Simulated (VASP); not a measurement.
# CdSe (I-4m2) in VASP: single point with PBEsol

Aim: the single point of CdSe with PBEsol.

Everything below comes from runs of VASP 6.6.1. Logs are shortened: lines on timing, memory, paths and dates and some standing lists are left out, and cuts for length are marked.

## (1) The cell of the first run

Symmetry: I-4m2, No. 119, tetragonal system. The conventional cell has a = 4.301 Å, b = 4.301 Å, c = 6.387 Å, α = 90.00°, β = 90.00°, γ = 90.00°. Within 3.5 Å of Cd (site symmetry -4m2) lie 4 Se at 2.68 Å. Se (site symmetry -4m2) has 4 Cd at 2.68 Å within 3.5 Å.

## (2) Single point, PBEsol (engineering shear strain xz +0.0000, normal strain along z +0.0500)

The input, INCAR:

```
SYSTEM = CdSe
PREC = Accurate
ENCUT = 520
EDIFF = 1E-6
ISMEAR = 0
SIGMA = 0.05
LREAL = .False.
LASPH = .True.
NELM = 100
ALGO = Normal
ISIF = 2
LWAVE = .False.
LCHARG = .False.
GGA = PS
NBANDS = 16
```

The input, KPOINTS:

```
Automatic mesh
0
Gamma
  10 10 10
  0 0 0
```

The input, POSCAR:

```
CdSe
1.0
    0.0000000000      3.1933750868      3.0413096065
    3.0413096065      0.0000000000      3.0413096065
    3.0413096065      3.1933750868      0.0000000000
Cd Se
1 1
Direct
    0.0000000000      0.0000000000      0.0000000000
    0.7500000000      0.7500000000      0.7500000000
```

Potentials or basis: VASP PAW PBE potentials, release 64 (Cd, Se).

Started as:

```bash
cat potpaw_PBE.64/Cd/POTCAR potpaw_PBE.64/Se/POTCAR > POTCAR
mpirun -np 1 vasp_std > vasp.out
```

OUTCAR:

```text
SYSTEM = CdSe
   PREC = Accurate
   ENCUT = 520
   EDIFF = 1E-6
   ISMEAR = 0
   LREAL = .False.
   LASPH = .True.
   NELM = 100
   ISIF = 2
   GGA = PS

 ion  position               nearest neighbor table
   1  0.000  0.000  0.000-   2 2.68   2 2.68   2 2.68   2 2.68
   2  0.750  0.750  0.750-   1 2.68   1 2.68   1 2.68   1 2.68

  LATTYP: Found a body centered tetragonal cell.
 ALAT       =     4.3010612929
 C/A-ratio  =     1.4849242405

  Lattice vectors:

 A1 = (   0.0000000000,  -3.1933750868,   3.0413096065)
 A2 = (   0.0000000000,  -3.1933750868,  -3.0413096065)
 A3 = (   3.0413096065,   3.1933750868,   0.0000000000)

Analysis of symmetry for initial positions (statically):
=====================================================================
 Subroutine PRICEL returns:
 Original cell was already a primitive cell.

 Routine SETGRP: Setting up the symmetry group for a
 body centered tetragonal supercell.

 Subroutine GETGRP returns: Found  8 space group operations
 (whereof  8 operations were pure point group operations)
 out of a pool of 16 trial point group operations.

The static configuration has the point symmetry D_2d.

Analysis of symmetry for dynamics (positions and initial velocities):
=====================================================================
 Subroutine PRICEL returns:
 Original cell was already a primitive cell.

 Routine SETGRP: Setting up the symmetry group for a
 body centered tetragonal supercell.

 Subroutine GETGRP returns: Found  8 space group operations
 (whereof  8 operations were pure point group operations)
 out of a pool of 16 trial point group operations.

The dynamic configuration has the point symmetry D_2d.

 Subroutine INISYM returns: Found  8 space group operations
 (whereof  8 operations are pure point group operations),
 and found     1 'primitive' translations

----------------------------------------------------------------------------------------

                                     Primitive cell

  volume of cell :      59.0747

  direct lattice vectors                    reciprocal lattice vectors
     0.000000000  3.193375087  3.041309607    -0.164402861  0.156574153  0.164402861
     3.041309607  0.000000000  3.041309607     0.164402861 -0.156574153  0.164402861
     3.041309607  3.193375087  0.000000000     0.164402861  0.156574153 -0.164402861

  length of vectors
     4.409898929  4.301061293  4.409898929     0.280307094  0.280307094  0.280307094

  position of ions in fractional coordinates (direct lattice)
     0.000000000  0.000000000  0.000000000
     0.750000000  0.750000000  0.750000000

  ion indices of the primitive-cell ions
   primitive index   ion index
                 1           1
                 2           2

----------------------------------------------------------------------------------------

 KPOINTS: Automatic mesh

Automatic generation of k-mesh.
 Grid dimensions read from file:
 generate k-points for:   10   10   10

 Generating k-lattice:

  Cartesian coordinates                     Fractional coordinates (reciprocal lattice)
    -0.016440286  0.015657415  0.016440286     0.100000000  0.000000000 -0.000000000
     0.016440286 -0.015657415  0.016440286     0.000000000  0.100000000  0.000000000
     0.016440286  0.015657415 -0.016440286    -0.000000000  0.000000000  0.100000000

  Length of vectors
     0.028030709  0.028030709  0.028030709

  Shift w.r.t. Gamma in fractional coordinates (k-lattice)
     0.000000000  0.000000000  0.000000000

 Subroutine IBZKPT returns following result:
 ===========================================

 Found    102 irreducible k-points:

 Following reciprocal coordinates:
            Coordinates               Weight
  0.000000  0.000000  0.000000      1.000000
  0.100000  0.000000  0.000000      8.000000
  0.200000  0.000000  0.000000      8.000000
  0.300000  0.000000 -0.000000      8.000000
  0.400000  0.000000 -0.000000      8.000000
  0.500000  0.000000  0.000000      4.000000
[... 16 lines left out ...]
  0.300000  0.300000  0.000000      4.000000
  0.400000  0.300000  0.000000     16.000000
 [... further k-points ...]
   k-points           NKPTS =    102   k-points in BZ     NKDIM =    102   number of bands    NBANDS=     16
   number of dos      NEDOS =    301   number of ions     NIONS =      2
   total plane-waves  NPLWV =  41472
   dimension x,y,z NGX =    36 NGY =   32 NGZ =   36
   dimension x,y,z NGXF=    72 NGYF=   64 NGZF=   72
   ions per type =               1   1
   NGX,Y,Z   is equivalent  to a cutoff of  13.57, 12.37, 13.57 a.u.
   NGXF,Y,Z  is equivalent  to a cutoff of  27.14, 24.74, 27.14 a.u.
 SYSTEM =  CdSe
   PREC   = accura    normal or accurate (medium, high low for compatibility)
   ISTART =      0    job   : 0-new  1-cont  2-samecut
   ICHARG =      2    charge: 1-file 2-atom 10-const
   ISPIN  =      1    spin polarized calculation?
   LNONCOLLINEAR =      F non collinear calculations
   LSORBIT =      F    spin-orbit coupling
   LASPH  =      T    aspherical Exc in radial PAW
   ENCUT  =  520.0 eV  38.22 Ry    6.18 a.u.   8.20  8.00  8.20*2*pi/ulx,y,z
   NELM   =    100;   NELMIN=  2; NELMDL= -5     # of ELM steps
   EDIFF  = 0.1E-05   stopping-criterion for ELM
   LREAL  =      F    real-space projection
   EDIFFG = 0.1E-04   stopping-criterion for IOM
   NSW    =      0    number of steps for IOM
   IBRION =     -1    ionic relax: 0-MD 1-quasi-New 2-CG
   NFREE  =      0    steps in history (QN), initial steepest desc. (CG)
   ISIF   =      2    stress and relaxation
   ISYM   =      2    0-nonsym 1-usesym 2-fastsym
   POTIM  = 0.5000    time-step for ionic-motion
   TEBEG  =    0.0;   TEEND  =   0.0 temperature during run
   PSTRESS=    0.0 pullay stress
   NELECT =      18.0000    total number of electrons
   NUPDOWN=      -1.0000    fix difference up-down
   EMIN   =  10.00;   EMAX   =-10.00  energy-range for DOS
   EFERMI =   0.00;   METHOD = LEGACY
   ISMEAR =     0;   SIGMA  =   0.05  broadening in eV -4-tet -1-fermi 0-gaus
   EFERMI_NEDOS =   21; number of points for ismear=-14 and -15
   IALGO  =     38    algorithm
   IMIX   =      4    mixing-type and parameters
     AMIX     =   0.40;   BMIX     =  1.00
     AMIX_MAG =   1.60;   BMIX_MAG =  1.00
  volume/ion in A,a.u.               =      29.54       199.33
  Fermi-wavevector in a.u.,A,eV,Ry     =   1.101620  2.081761 16.511586  1.213567
  Thomas-Fermi vector in A             =   2.238050
   LORBIT       =      0    0 simple, 1 ext, 2 COOP (PROOUT), +10 PAW based schemes
   GGA     = PS    functional components
   LHFCALC =     F    Hartree Fock is set to
   AEXX    =    0.0000 exact exchange contribution
   IVDW    =     0    specifies the selected vdW correction
   LEPSILON=     F    determine dielectric tensor
   LRPA    =     F    only Hartree local field effects (RPA)
 non-spin polarized calculation
 Gauss-broadening in eV      SIGMA  =   0.05
  energy-cutoff  :      520.00
  volume of cell :       59.07
 maximum number of plane-waves:      1610
 NGX is ok and might be reduce to    36
   NGX = 17   NGY = 15   NGZ = 17

 number of electron      18.0000000 magnetization

 Free energy of the ion-electron system (eV)
  ---------------------------------------------------
  ext. energy  EPLUGINS =         0.00000000
  ---------------------------------------------------
  free energy    TOTEN  =        -6.15589905 eV

  energy without entropy =       -6.15589905  energy(sigma->0) =       -6.15589905

 E-fermi :   0.6517     XC(G=0):  -8.8802

 val. band max:        0.4856675457   @ k =   0.0000   0.0000   0.0000
 cond. band min:       0.8125562693   @ k =   0.0000   0.0000   0.0000
 fundamental gap:      0.3268887236
 Fermi energy:         0.6517031886

 k-point     1 :       0.0000    0.0000    0.0000
  band No.  band energies     occupation
      1     -11.9210      2.00000
      2      -7.3336      2.00000
      3      -7.3119      2.00000
      4      -7.3119      2.00000
      5      -6.9961      2.00000
      6      -6.9859      2.00000
[... 8 lines left out ...]
     15      10.9644      0.00000
     16      11.7529      0.00000

 k-point     2 :       0.1000    0.0000    0.0000
  band No.  band energies     occupation
      1     -11.8892      2.00000
      2      -7.3199      2.00000
      3      -7.3020      2.00000
      4      -7.2881      2.00000
      5      -6.9957      2.00000
      6      -6.9873      2.00000
[... 8 lines left out ...]
     15      10.5452      0.00000
     16      11.0602      0.00000

 k-point     3 :       0.2000    0.0000    0.0000
  band No.  band energies     occupation
      1     -11.8052      2.00000
      2      -7.2935      2.00000
      3      -7.2771      2.00000
      4      -7.2003      2.00000
      5      -6.9921      2.00000
      6      -6.9893      2.00000
[... 8 lines left out ...]
     15      10.5199      0.00000
     16      10.6922      0.00000

 k-point     4 :       0.3000    0.0000   -0.0000
  band No.  band energies     occupation
      1     -11.7002      2.00000
      2      -7.2679      2.00000
      3      -7.2498      2.00000
      4      -7.0428      2.00000
      5      -6.9873      2.00000
      6      -6.9783      2.00000
[... 8 lines left out ...]
     15      10.6315      0.00000
     16      10.6600      0.00000

 k-point     5 :       0.4000    0.0000   -0.0000
  band No.  band energies     occupation
      1     -11.6145      2.00000
      2      -7.2522      2.00000
      3      -7.2317      2.00000
      4      -6.9811      2.00000
      5      -6.9725      2.00000
      6      -6.8367      2.00000
[... 8 lines left out ...]
     15      11.4109      0.00000
     16      11.5843      0.00000

 k-point     6 :       0.5000    0.0000    0.0000
  band No.  band energies     occupation
      1     -11.5817      2.00000
      2      -7.2475      2.00000
      3      -7.2259      2.00000
      4      -6.9774      2.00000
      5      -6.9648      2.00000
      6      -6.7349      2.00000
[... 8 lines left out ...]
     15      12.2085      0.00000
     16      12.4197      0.00000

 k-point     7 :       0.1000    0.1000    0.0000
  band No.  band energies     occupation
      1     -11.8776      2.00000
      2      -7.3141      2.00000
      3      -7.2928      2.00000
      4      -7.2875      2.00000
      5      -6.9955      2.00000
      6      -6.9872      2.00000
[... 8 lines left out ...]
     15      10.7335      0.00000
     16      11.2050      0.00000

 k-point     8 :       0.2000    0.1000    0.0000
  band No.  band energies     occupation
      1     -11.8102      2.00000
      2      -7.2905      2.00000
      3      -7.2719      2.00000
      4      -7.2247      2.00000
      5      -6.9982      2.00000
      6      -6.9823      2.00000
[... 8 lines left out ...]
     15      10.8734      0.00000
     16      11.4912      0.00000

 k-point     9 :       0.3000    0.1000   -0.0000
  band No.  band energies     occupation
      1     -11.7120      2.00000
      2      -7.2647      2.00000
      3      -7.2448      2.00000
      4      -7.0998      2.00000
      5      -6.9888      2.00000
      6      -6.9699      2.00000
[... 8 lines left out ...]
     15      10.8743      0.00000
     16      11.3793      0.00000
[... 172 lines left out ...]
 k-point    19 :       0.5000    0.2000    0.0000
  band No.  band energies     occupation
      1     -11.5429      2.00000
      2      -7.2142      2.00000
      3      -7.1825      2.00000
      4      -7.0303      2.00000
      5      -6.9631      2.00000
      6      -6.7039      2.00000
[... 8 lines left out ...]
     15      12.3599      0.00000
     16      12.6027      0.00000

 k-point    20 :      -0.4000    0.2000    0.0000
  band No.  band energies     occupation
      1     -11.5381      2.00000
      2      -7.2148      2.00000
      3      -7.1878      2.00000
      4      -7.0060      2.00000
      5      -6.9763      2.00000
      6      -6.6764      2.00000
[... 8 lines left out ...]
     15      11.2213      0.00000
     16      12.4701      0.00000

 k-point    21 :      -0.3000    0.2000    0.0000
  band No.  band energies     occupation
      1     -11.5853      2.00000
      2      -7.2253      2.00000
      3      -7.2029      2.00000
      4      -7.0036      2.00000
      5      -6.9889      2.00000
      6      -6.8056      2.00000
[... 8 lines left out ...]
     15      11.1967      0.00000
     16      12.7594      0.00000

 k-point    22 :      -0.2000    0.2000   -0.0000
  band No.  band energies     occupation
      1     -11.6665      2.00000
      2      -7.2505      2.00000
      3      -7.2233      2.00000
      4      -7.0369      2.00000
      5      -6.9992      2.00000
      6      -6.9474      2.00000
[... 8 lines left out ...]
     15      11.3403      0.00000
     16      12.5806      0.00000

 k-point    23 :       0.3000    0.3000    0.0000
  band No.  band energies     occupation
      1     -11.6224      2.00000
      2      -7.1945      2.00000
      3      -7.1650      2.00000
      4      -7.1457      2.00000
      5      -6.9639      2.00000
      6      -6.9279      2.00000
[... 8 lines left out ...]
     15      11.8615      0.00000
     16      13.9984      0.00000

 k-point    24 :       0.4000    0.3000    0.0000
  band No.  band energies     occupation
      1     -11.5554      2.00000
      2      -7.1790      2.00000
      3      -7.1456      2.00000
      4      -7.1088      2.00000
      5      -6.9532      2.00000
      6      -6.8234      2.00000
[... 8 lines left out ...]
     15      12.2848      0.00000
     16      13.8085      0.00000

 [... further k-points ...]
[... 5 lines left out ...]
  --------------------------------------------------------------------------------------
  -------------------------------------------------------------------------------------
  Total       -0.6333866     -1.0192016     -0.6333866      0.0000000      0.0000000      0.0000000
  in kB      -17.1782230    -27.6420022    -17.1782230      0.0000000      0.0000000      0.0000000
  external PRESSURE =     -20.6661494 kB  Pullay stress =       0.0000000 kB

 VOLUME and BASIS-vectors are now :
 -----------------------------------------------------------------------------
  energy-cutoff  :      520.00
  volume of cell :       59.07
      direct lattice vectors                 reciprocal lattice vectors
     0.000000000  3.193375087  3.041309607    -0.164402861  0.156574153  0.164402861
     3.041309607  0.000000000  3.041309607     0.164402861 -0.156574153  0.164402861
     3.041309607  3.193375087  0.000000000     0.164402861  0.156574153 -0.164402861

 POSITION                                       TOTAL-FORCE (eV/Angst)
 -----------------------------------------------------------------------------------
      0.00000      0.00000      0.00000         0.000000      0.000000     -0.000000
      4.56196      4.79006      4.56196        -0.000000     -0.000000      0.000000
 -----------------------------------------------------------------------------------
    total drift:                               -0.000002      0.000002     -0.000002

  FREE ENERGIE OF THE ION-ELECTRON SYSTEM (eV)
  ---------------------------------------------------
  free  energy   TOTEN  =        -6.1558990488 eV

  energy  without entropy=       -6.1558990470  energy(sigma->0) =       -6.15589905
```

It took 3.3 min on 1 thread of AMD EPYC 7R13, shared host; peak memory 0.23 GiB.

What came out:

```yaml
Free_energy: -6.1559 eV
Pressure: -2.1 GPa
Band_gap_on_the_k_mesh: 0.33 eV, direct
```

Stress tensor (GPa, compression positive):
```
-1.72  0.00  0.00
 0.00 -2.76  0.00
 0.00  0.00 -1.72
```

Caveat: the cell differs from its parent crystal (engineering shear strain xz +0.0000, normal strain along z +0.0500); the PAW data sets were made with another functional, which shifts forces and pressure a little.
